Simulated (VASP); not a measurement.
Crystal: Te.

```
Te
1.0
    -1.78435    1.78435    1.78435
     1.78435   -1.78435    1.78435
     1.78435    1.78435   -1.78435
Te
1
Direct
  0.00000 0.00000 0.00000
```

This cell differs from its parent crystal: Se replaced by Te, lengths x 1.090, strained.

Base run:

* Program: VASP 6.6.1
* Functional: PBE
* Potentials or basis: VASP PAW PBE potentials, release 64 (Te)
* Cutoff: 520 eV
* k mesh: 8 × 8 × 8
* Occupations: gaussian, width 0.1 eV
* Spin: no spin polarisation

Its results: band gap on the k mesh zero (bands 3 and 4 overlap by 8.97 eV); pressure 21.7 GPa.

The run is repeated on the same cell with these changes: k mesh from 8 × 8 × 8 to 16 × 16 × 16. What comes out?

Band gap on the k mesh zero (bands 3 and 4 overlap by 8.97 eV); pressure 21.1 GPa.

Caveats: the cell stands under pressure; spin-orbit coupling is left out, which moves the levels of the heavy elements.
